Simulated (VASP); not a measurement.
Wanted: the native input for a VASP 6.6.1 run.

| Item | Value |
| --- | --- |
| Task | relaxation of cell and atoms |
| Functional | PBEsol |
| Potentials or basis | VASP PAW PBE potentials, release 64 (Mg) |
| Cutoff | 600 eV |
| k mesh | 19 × 19 × 19 |
| Occupations | fermi-dirac, width 0.1 eV |
| Spin | no spin polarisation |
| Target pressure | 100 GPa |
| Dipole correction | no |
| Further INCAR settings | ALGO = Normal; EDIFF = 1e-06; IBRION = 2; EDIFFG = -0.005; NSW = 32; ISIF = 3 |

The structure of Mg lies in POSCAR:

```
Mg
1.0
   -1.4067880869      1.4067880869      1.4067880869
    1.4067880869     -1.4067880869      1.4067880869
    1.4067880869      1.4067880869     -1.4067880869
Mg
1
Direct
    0.0000000000      0.0000000000      0.0000000000
```

This isn't the form of Mg at room conditions, which is hcp.

The input as run:

INCAR

```
SYSTEM = Mg
PREC = Accurate
ENCUT = 600
EDIFF = 1E-6
ISMEAR = -1
SIGMA = 0.1
LREAL = .False.
LASPH = .True.
NELM = 80
ALGO = Normal
ISIF = 3
LWAVE = .False.
LCHARG = .False.
GGA = PS
IBRION = 2
NSW = 32
EDIFFG = -0.005
PSTRESS = 1000.0
```

KPOINTS

```
regular mesh
0
Gamma
  19 19 19
  0 0 0
```

Potentials or basis: VASP PAW PBE potentials, release 64 (Mg).

Launch:

```bash
$ cat potpaw_PBE.64/Mg/POTCAR > POTCAR
$ mpirun -np 1 vasp_std > vasp.out
```

Results of the run:

- Relaxed volume: 11.22 Å³/atom
- Relaxed cell: a = 2.443 Å, b = 2.443 Å, c = 2.443 Å, α = 109.47°, β = 109.47°, γ = 109.47°
- Space group after relaxing (to 0.1 Å): Im-3m (No. 229)
- Energy change on relaxing (the run minimises the enthalpy): -55.9 meV/atom
- Ionic steps: 3
- Pressure after relaxing: 100.0 GPa
- Band gap on the k mesh: zero (bands 1 and 2 overlap by 4.19 eV)

Caveat: the cell is relaxed towards a set pressure, so the run minimises the enthalpy, not the energy; the PAW data sets were made with another functional, which shifts forces and pressure a little.

It took 14 s on 1 thread of Intel(R) Xeon(R) Platinum 8488C (Sapphire Rapids), on a shared host, peak memory 0.14 GiB.
